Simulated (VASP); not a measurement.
# Al3GaN4 (Cm) in VASP: single point with PBEsol

Aim: the single point of Al3GaN4 with PBEsol.

Everything below comes from runs of VASP 6.6.1. Logs are shortened: lines on timing, memory, paths and dates and some standing lists are left out, and cuts for length are marked.

## (1) The cell of the first run

Symmetry: Cm, No. 8, monoclinic system. Conventional cell: a = 21.672 Å, b = 3.130 Å, c = 5.043 Å, α = 90.00°, β = 90.03°, γ = 90.00°. Al (site symmetry m) has 4 N at 1.88 to 1.91 Å within 2.5 Å. Within 2.5 Å of Al (site symmetry m) lie 4 N at 1.88 to 1.91 Å. Within 1.4 Å of Al (site symmetry m) lie 1 N at 1.07 Å. Al (site symmetry m) has 4 N at 1.90 Å within 2.5 Å. Within 2.5 Å of Al (site symmetry m) lie 4 N at 1.90 to 1.91 Å. Al (site symmetry m) has 4 N at 1.90 to 1.91 Å within 2.5 Å. Ga (site symmetry m) has 1 N at 1.14 Å within 1.5 Å. Within 2.6 Å of Ga (site symmetry m) lie 4 N at 1.93 to 1.96 Å.

## (2) Single point, PBEsol

INCAR

```
SYSTEM = Al3GaN4
PREC     = Accurate       ! precision mode
ENCUT    = 520            ! plane-wave cutoff, eV
EDIFF    = 1E-6           ! SCF threshold, eV
ISMEAR   = 0              ! smearing method
SIGMA    = 0.05           ! smearing width, eV
LREAL    = Auto         
LASPH    = .True.         ! aspherical terms in the spheres
NELM     = 100            ! most SCF steps
ALGO     = Normal         ! electronic algorithm
ISIF     = 2              ! what is computed and relaxed
LWAVE    = .False.        ! write WAVECAR
LCHARG   = .False.        ! write CHGCAR
GGA      = PS             ! functional
NBANDS   = 56             ! bands
ISYM     = 0
```

KPOINTS

```
Automatic mesh
0
Gamma
  5 7 2
  0 0 0
```

POSCAR

```
Al3GaN4
1.0
   -5.0434079721      0.0000000000     -0.0001149904
    0.0000000000     -3.1300738967      0.0000000000
   -0.0064725144     -1.5650369484     10.8359838894
Al Ga N
6 2 8
Direct
    0.4997699583      0.1458176085      0.7083647831
    0.4997699583      0.3958176084      0.2083647831
    0.9990792961      0.4789486018      0.0421027963
    0.9990792961      0.2289486018      0.5421027963
    0.9989119344      0.6047268412      0.7905463175
    0.9989119344      0.8547268412      0.2905463175
    0.5005782866      0.5210997746      0.9578004507
    0.5005782866      0.7710997746      0.4578004507
    0.8888275252      0.5210676875      0.9578646251
    0.8888275252      0.7710676874      0.4578646251
    0.8775456762      0.1458605338      0.7082789324
    0.8775456762      0.3958605338      0.2082789324
    0.3748765205      0.4776019114      0.0447961772
    0.3748765205      0.2276019114      0.5447961772
    0.3768118028      0.6060767912      0.7878464176
    0.3768118028      0.8560767912      0.2878464176
```

Potentials or basis: VASP PAW PBE potentials, release 64 (Al, Ga_d, N).

On the command line:

```bash
$ cat potpaw_PBE.64/Al/POTCAR potpaw_PBE.64/Ga_d/POTCAR potpaw_PBE.64/N/POTCAR > POTCAR
$ mpirun -np 1 vasp_std > vasp.out
```

OUTCAR:

```text
SYSTEM = Al3GaN4
   PREC = Accurate
   ENCUT = 520
   EDIFF = 1E-6
   ISMEAR = 0
   LREAL = Auto
   LASPH = .True.
   NELM = 100
   ISIF = 2
   GGA = PS
   ISYM = 0

 ion  position               nearest neighbor table
   1  0.500  0.146  0.708-  14 1.88  15 1.89  15 1.89  11 1.91   4 3.10   5 3.10   5 3.10   5 3.10
                             5 3.10   4 3.10   7 3.12   7 3.12   8 3.13   8 3.13
   2  0.500  0.396  0.208-  13 1.88  16 1.89  16 1.89  12 1.91   7 2.72   3 3.10   6 3.10   6 3.10
                             6 3.10   6 3.10   3 3.10   8 3.12   8 3.12
   3  0.999  0.479  0.042-   9 1.07  13 1.90  12 1.90   7 2.68   7 2.69   5 2.73   2 3.10   2 3.10
                             6 3.11   6 3.11
   4  0.999  0.229  0.542-  10 1.90  10 1.90  14 1.90  11 1.90   1 3.10   8 3.10   8 3.10   1 3.10
                             8 3.11   8 3.11   5 3.11   5 3.11   6 3.14   6 3.14
   5  0.999  0.605  0.791-   9 1.90  11 1.90  11 1.90  15 1.91   3 2.73   1 3.10   1 3.10   7 3.10
                             1 3.10   1 3.10   7 3.11   4 3.11   4 3.11
   6  0.999  0.855  0.291-  10 1.90  12 1.90  12 1.90  16 1.91   2 3.10   2 3.10   8 3.10   2 3.10
                             2 3.10   8 3.11   3 3.11   3 3.11   4 3.14   4 3.14
   7  0.501  0.521  0.958-  13 1.14  15 1.94   9 1.96   3 2.68   3 2.69   2 2.72   5 3.10   5 3.11
                             1 3.12   1 3.12
   8  0.501  0.771  0.458-  14 1.93  14 1.93  16 1.94  10 1.96   6 3.10   4 3.10   4 3.10   4 3.11
                             4 3.11   6 3.11   2 3.12   2 3.12   1 3.13   1 3.13
   9  0.889  0.521  0.958-   3 1.07   5 1.90   7 1.96
  10  0.889  0.771  0.458-   4 1.90   4 1.90   6 1.90   8 1.96
  11  0.878  0.146  0.708-   4 1.90   5 1.90   5 1.90   1 1.91
  12  0.878  0.396  0.208-   3 1.90   6 1.90   6 1.90   2 1.91
  13  0.375  0.478  0.045-   7 1.14   2 1.88   3 1.90
  14  0.375  0.228  0.545-   1 1.88   4 1.90   8 1.93   8 1.93
  15  0.377  0.606  0.788-   1 1.89   1 1.89   5 1.91   7 1.94
  16  0.377  0.856  0.288-   2 1.89   2 1.89   6 1.91   8 1.94

 -----------------------------------------------------------------------------
|                                                                             |
|           W    W    AA    RRRRR   N    N  II  N    N   GGGG   !!!           |
|           W    W   A  A   R    R  NN   N  II  NN   N  G    G  !!!           |
|           W    W  A    A  R    R  N N  N  II  N N  N  G       !!!           |
|           W WW W  AAAAAA  RRRRR   N  N N  II  N  N N  G  GGG   !            |
|           WW  WW  A    A  R   R   N   NN  II  N   NN  G    G                |
|           W    W  A    A  R    R  N    N  II  N    N   GGGG   !!!           |
|                                                                             |
|     The distance between some ions is very small. Please check the          |
|     nearest-neighbor list in the OUTCAR file.                               |
|     I HOPE YOU KNOW WHAT YOU ARE DOING!                                     |
|                                                                             |
 -----------------------------------------------------------------------------

IMPORTANT INFORMATION: All symmetrisations will be switched off!
NOSYMM: (Re-)initialisation of all symmetry stuff for point group C_1.

----------------------------------------------------------------------------------------

                                     Primitive cell

  volume of cell :     171.0594

  direct lattice vectors                    reciprocal lattice vectors
    -5.043407972  0.000000000 -0.000114990    -0.198278623  0.000000000 -0.000118435
     0.000000000 -3.130073897  0.000000000     0.000001052 -0.319481275 -0.046142556
    -0.006472514 -1.565036948 10.835983889    -0.000002104  0.000000000  0.092285112

  length of vectors
     5.043407973  3.130073897 10.948421320     0.198278658  0.322796253  0.092285112

  position of ions in fractional coordinates (direct lattice)
     0.499769958  0.145817609  0.708364783
     0.499769958  0.395817608  0.208364783
     0.999079296  0.478948602  0.042102796
     0.999079296  0.228948602  0.542102796
     0.998911934  0.604726841  0.790546318
     0.998911934  0.854726841  0.290546318
[... 8 lines left out ...]
     0.376811803  0.606076791  0.787846418
     0.376811803  0.856076791  0.287846418

  ion indices of the primitive-cell ions
   primitive index   ion index
                 1           1
                 2           2
                 3           3
                 4           4
                 5           5
                 6           6
[... 8 lines left out ...]
                15          15
                16          16

----------------------------------------------------------------------------------------

 KPOINTS: Automatic mesh
[... 36 lines left out ...]

 WARNING: IBZKPT: internal override: KBLOWUP is changed to .FALSE.
      ... skipping the blow-up phase ...

 Subroutine IBZKPT returns following result:
 ===========================================

 Found     36 irreducible k-points:

 Following reciprocal coordinates:
            Coordinates               Weight
  0.000000  0.000000  0.000000      1.000000
  0.200000  0.000000 -0.000000      2.000000
  0.400000  0.000000  0.000000      2.000000
  0.000000  0.142857  0.000000      2.000000
  0.200000  0.142857  0.000000      2.000000
  0.400000  0.142857  0.000000      2.000000
[... 16 lines left out ...]
  0.200000  0.142857  0.500000      2.000000
  0.400000  0.142857  0.500000      2.000000
 [... further k-points ...]
   k-points           NKPTS =     36   k-points in BZ     NKDIM =     36   number of bands    NBANDS=     56
   number of dos      NEDOS =    301   number of ions     NIONS =     16
   total plane-waves  NPLWV =  80640
   dimension x,y,z NGX =    40 NGY =   24 NGZ =   84
   dimension x,y,z NGXF=    80 NGYF=   48 NGZF=  168
   ions per type =               6   2   8
   NGX,Y,Z   is equivalent  to a cutoff of  13.19, 12.75, 12.75 a.u.
   NGXF,Y,Z  is equivalent  to a cutoff of  26.37, 25.49, 25.51 a.u.
 SYSTEM =  Al3GaN4
   PREC   = accura    normal or accurate (medium, high low for compatibility)
   ISTART =      0    job   : 0-new  1-cont  2-samecut
   ICHARG =      2    charge: 1-file 2-atom 10-const
   ISPIN  =      1    spin polarized calculation?
   LNONCOLLINEAR =      F non collinear calculations
   LSORBIT =      F    spin-orbit coupling
   LASPH  =      T    aspherical Exc in radial PAW
   ENCUT  =  520.0 eV  38.22 Ry    6.18 a.u.   9.38  5.82 20.36*2*pi/ulx,y,z
   NELM   =    100;   NELMIN=  2; NELMDL= -5     # of ELM steps
   EDIFF  = 0.1E-05   stopping-criterion for ELM
   LREAL  =      T    real-space projection
   EDIFFG = 0.1E-04   stopping-criterion for IOM
   NSW    =      0    number of steps for IOM
   IBRION =     -1    ionic relax: 0-MD 1-quasi-New 2-CG
   NFREE  =      0    steps in history (QN), initial steepest desc. (CG)
   ISIF   =      2    stress and relaxation
   ISYM   =      0    0-nonsym 1-usesym 2-fastsym
   POTIM  = 0.5000    time-step for ionic-motion
   TEBEG  =    0.0;   TEEND  =   0.0 temperature during run
   PSTRESS=    0.0 pullay stress
   NELECT =      84.0000    total number of electrons
   NUPDOWN=      -1.0000    fix difference up-down
   EMIN   =  10.00;   EMAX   =-10.00  energy-range for DOS
   EFERMI =   0.00;   METHOD = LEGACY
   ISMEAR =     0;   SIGMA  =   0.05  broadening in eV -4-tet -1-fermi 0-gaus
   EFERMI_NEDOS =   21; number of points for ismear=-14 and -15
   IALGO  =     38    algorithm
   IMIX   =      4    mixing-type and parameters
     AMIX     =   0.40;   BMIX     =  1.00
     AMIX_MAG =   1.60;   BMIX_MAG =  1.00
  volume/ion in A,a.u.               =      10.69        72.15
  Fermi-wavevector in a.u.,A,eV,Ry     =   1.291573  2.440719 22.696701  1.668160
  Thomas-Fermi vector in A             =   2.423334
   LORBIT       =      0    0 simple, 1 ext, 2 COOP (PROOUT), +10 PAW based schemes
   GGA     = PS    functional components
   LHFCALC =     F    Hartree Fock is set to
   AEXX    =    0.0000 exact exchange contribution
   IVDW    =     0    specifies the selected vdW correction
   LEPSILON=     F    determine dielectric tensor
   LRPA    =     F    only Hartree local field effects (RPA)
 non-spin polarized calculation
 Gauss-broadening in eV      SIGMA  =   0.05
  energy-cutoff  :      520.00
  volume of cell :      171.06
 maximum number of plane-waves:      4642
 NGX is ok and might be reduce to    40
   NGX = 19   NGY = 11   NGZ = 41

 number of electron      84.0000003 magnetization

 Free energy of the ion-electron system (eV)
  ---------------------------------------------------
  ext. energy  EPLUGINS =         0.00000000
  ---------------------------------------------------
  free energy    TOTEN  =       -77.11887770 eV

  energy without entropy =      -77.11887770  energy(sigma->0) =      -77.11887770

 E-fermi :   6.3614     XC(G=0): -11.1879

 val. band max:        6.1416922775   @ k =   0.0000   0.1429   0.0000
 cond. band min:       8.8667565426   @ k =   0.0000   0.0000   0.0000
 fundamental gap:      2.7250642651
 Fermi energy:         6.3614388474

 k-point     1 :       0.0000    0.0000    0.0000
  band No.  band energies     occupation
      1     -14.3244      2.00000
      2     -10.2931      2.00000
      3     -10.0477      2.00000
      4      -9.4802      2.00000
      5      -8.8942      2.00000
      6      -8.7380      2.00000
[... 1357 lines left out ...]
     53      14.4641      0.00000
     54      14.6360      0.00000

 [... further k-points ...]

 [bands above 54 left out]

------------------------ aborting loop because EDIFF is reached ----------------------------------------

  FORCE on cell =-STRESS in cart. coord.  units (eV):
  Direction    XX          YY          ZZ          XY          YZ          ZX
  --------------------------------------------------------------------------------------
  -------------------------------------------------------------------------------------
  Total       68.3530754      2.5275056    165.7683585      0.0002259     -0.0083457      8.7055166
  in kB      640.2087333     23.6731284   1552.6199829      0.0021163     -0.0781680     81.5376298
  external PRESSURE =     738.8339482 kB  Pullay stress =       0.0000000 kB

 VOLUME and BASIS-vectors are now :
 -----------------------------------------------------------------------------
  energy-cutoff  :      520.00
  volume of cell :      171.06
      direct lattice vectors                 reciprocal lattice vectors
    -5.043407972  0.000000000 -0.000114990    -0.198278623  0.000000000 -0.000118435
     0.000000000 -3.130073897  0.000000000     0.000001052 -0.319481275 -0.046142556
    -0.006472514 -1.565036948 10.835983889    -0.000002104  0.000000000  0.092285112

 POSITION                                       TOTAL-FORCE (eV/Angst)
 -----------------------------------------------------------------------------------
     -2.52513     -1.56504      7.67577        -0.071473      0.000250      0.025097
     -2.52189     -1.56504      2.25778         0.488158      0.000217      0.259575
     -5.03904     -1.56504      0.45611       -52.637491     -0.003790     85.386584
     -5.04227     -1.56504      5.87410        -0.005261     -0.001240      0.187937
     -5.04304     -3.13007      8.56623         0.555269      0.001060      0.112910
     -5.03980     -3.13007      3.14824        -0.120983      0.001112      0.310389
[... 8 lines left out ...]
     -1.90551     -3.13007      8.53705         0.104244     -0.000347     -0.696733
     -1.90228     -3.13007      3.11906        -0.041773     -0.000274     -0.121258
 -----------------------------------------------------------------------------------
    total drift:                               -0.007000     -0.001648      0.000069

  FREE ENERGIE OF THE ION-ELECTRON SYSTEM (eV)
  ---------------------------------------------------
  free  energy   TOTEN  =       -77.1188777017 eV

  energy  without entropy=      -77.1188777017  energy(sigma->0) =      -77.11887770
```

It took 6.1 min on 1 thread of Intel Xeon Platinum 8488C (Sapphire Rapids), shared host; peak memory 0.4 GiB.

Results:

| Quantity | Value |
| --- | --- |
| Free energy | -77.1189 eV |
| Pressure | 73.9 GPa |
| Largest force | 108.485 eV/Å |
| Band gap on the k mesh | 2.73 eV (least direct gap 2.73 eV) |

Forces in eV/Å, atoms in the order of the input:
```
Al   -0.071   0.000   0.025
Al    0.488   0.000   0.260
Al  -52.637  -0.004  85.387
Al   -0.005  -0.001   0.188
Al    0.555   0.001   0.113
Al   -0.121   0.001   0.310
Ga  -60.014   0.001 -89.906
Ga    0.021   0.001   0.176
N    51.642   0.000 -85.523
N     0.008   0.000  -0.201
N    -0.079   0.000  -0.194
N     0.159   0.000  -0.004
N    60.017   0.000  90.370
N    -0.025   0.000  -0.182
N     0.104   0.000  -0.697
N    -0.042   0.000  -0.121
```

Caveat: atoms lie so close that the PAW spheres overlap strongly, which falsifies energies and pressures; the cell stands under pressure; the PAW data sets were made with another functional, which shifts forces and pressure a little; an odd mesh through Γ misses points on the zone boundary, where band edges can lie.
